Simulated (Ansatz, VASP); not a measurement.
## LaNb2N2 in VASP and in Ansatz

INCAR

```
SYSTEM = LaNb2N2
ALGO = Normal
EDIFF = 1E-6
EDIFFG = -0.04
ENCUT = 600
GGA = PE
IBRION = 2
ISIF = 3
ISMEAR = 0
LASPH = .TRUE.
LCHARG = .FALSE.
LREAL = .FALSE.
LWAVE = .FALSE.
NELM = 100
NSW = 90
PREC = Accurate
SIGMA = 0.1
```

Contents of KPOINTS:

```
k-points
0
G
  6 6 6
  0 0 0
```

POSCAR

```
LaNb2N2
1.0
   -1.9008466300      1.9008466300      5.9767711200
    1.9008466300     -1.9008466300      5.9767711200
    1.9008466300      1.9008466300     -5.9767711200
La Nb N
1 2 2
Direct
    0.0000000000      0.0000000000      0.0000000000
    0.3443000000      0.3443000000      0.0000000000
    0.6557000000      0.6557000000      0.0000000000
    0.1411000000      0.1411000000      0.0000000000
    0.8589000000      0.8589000000      0.0000000000
```

Input for Ansatz:

```yaml
crystal:
  lattice:
    - [-1.90084663, 1.90084663, 5.97677112]
    - [1.90084663, -1.90084663, 5.97677112]
    - [1.90084663, 1.90084663, -5.97677112]
  atoms:
    - { symbol: La, position: [0.0, 0.0, 0.0] }
    - { symbol: Nb, position: [0.3443, 0.3443, 0.0] }
    - { symbol: Nb, position: [0.6557, 0.6557, 0.0] }
    - { symbol: "N", position: [0.1411, 0.1411, 0.0] }
    - { symbol: "N", position: [0.8589, 0.8589, 0.0] }
basis:
  ecutwfc: 420
kpoints:
  mp_grid: { grid: [6, 6, 6] }
hamiltonian:
  xc: pbe
scf:
  occupations: { method: gaussian, width: 0.1 }
  lower_state_search: "off"
output:
  forces: true
  stress: true
  eigenvalues: true
relax:
  adjacent_minimum: "off"
  f_tol: 0.04
  max_steps: 70
  cell: { stress_tol: 0.4 }
```

Change from the starting cell: species swapped into the Ba2ZnN2 type (I4/mmm, No. 139).

Alike in both runs: task relaxation of cell and atoms; functional PBE; k mesh 6 × 6 × 6; occupations gaussian, width 0.1 eV; no spin polarisation.

```csv
,VASP,Ansatz
version,VASP 6.6.1,Ansatz 0.2.0
potentials or method,"VASP PAW PBE potentials, release 64 (La, Nb_sv, N), cutoff 600 eV","scalar-relativistic, plane waves, PAW"
valence electrons in the cell,47,47
```

```csv
,VASP,Ansatz,Ansatz less VASP
"gap on the k mesh at the Fermi level, each at its own relaxed structure (eV)",none,none,-
relaxed volume (Å³/atom),14.82,14.86,+0.041
relaxed cell length with the largest relative difference (Å),7.979,8.025,+0.0469
```

A gap of «none» marks a metal or a gap that the smearing closes.

The k mesh is coarse, so the values compare programs but aren't converged. Spin-orbit coupling is off throughout.
